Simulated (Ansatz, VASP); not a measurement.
## Two plane-wave programs on BaRhO3

File INCAR:

```
SYSTEM = BaRhO3
ALGO     = Normal         ! electronic algorithm
EDIFF    = 1E-6           ! SCF threshold, eV
ENCUT    = 520            ! plane-wave cutoff, eV
ISIF     = 2              ! what is computed and relaxed
ISMEAR   = 0              ! smearing method
LASPH    = .True.         ! aspherical terms in the spheres
LCHARG   = .True.         ! write CHGCAR
LELF     = .True.         ! ELF
LREAL    = .False.        ! projectors in reciprocal space
LVHAR    = .True.       
LWAVE    = .False.        ! write WAVECAR
NBANDS   = 30             ! bands
NELM     = 80             ! most SCF steps
PREC     = Accurate       ! precision mode
SIGMA    = 0.1            ! smearing width, eV
```

The input KPOINTS:

```
k-points
0
Gamma
  6 6 6
  0 0 0
```

File POSCAR:

```
BaRhO3
1.0
    4.1080579405      0.0000000000      0.0000000000
    0.0000000000      4.1080579405      0.0000000000
    0.0000000000      0.0000000000      4.1080579405
Ba Rh O
1 1 3
Direct
    0.0000000000      0.0000000000      0.0000000000
    0.5000000000      0.5000000000      0.5000000000
    0.5000000000      0.0000000000      0.5000000000
    0.0000000000      0.5000000000      0.5000000000
    0.5000000000      0.5000000000      0.0000000000
```

Input for Ansatz:

```yaml
crystal:
  lattice:
    - [4.108057940460324, 0.0, 0.0]
    - [0.0, 4.108057940460324, 0.0]
    - [0.0, 0.0, 4.108057940460324]
  atoms:
    - { symbol: Ba, position: [0.0, 0.0, 0.0] }
    - { symbol: Rh, position: [0.5, 0.5, 0.5] }
    - { symbol: O, position: [0.5, 0.0, 0.5] }
    - { symbol: O, position: [0.0, 0.5, 0.5] }
    - { symbol: O, position: [0.5, 0.5, 0.0] }
basis:
  ecutwfc: 500.0
kpoints:
  mp_grid:
    grid: [6, 6, 6]
hamiltonian:
  xc: lda
scf:
  occupations:
    method: gaussian
    width: 0.1
output:
  stress: true
```

Alike in both runs: task single point; functional LDA; k mesh 6 × 6 × 6; occupations gaussian, width 0.1 eV; no spin polarisation.

```csv
,VASP,Ansatz
version,VASP 6.6.1,Ansatz 0.2.0
potentials or method,"VASP PAW LDA potentials, release 64 (Ba_sv, Rh_pv, O), cutoff 520 eV","plane waves, PAW"
valence electrons in the cell,43,45
```

|  | VASP | Ansatz | Ansatz less VASP |
| --- | --- | --- | --- |
| pressure (GPa) | -15.0 | -16.6 | -1.54 |

LDA's correlation is that of Perdew and Zunger in VASP and of Perdew and Wang (1992) in Ansatz. VASP's potentials hold 43 valence electrons a cell and Ansatz's 45, so a difference there can come from the potentials and not from the codes.

Spin-orbit coupling is off throughout.
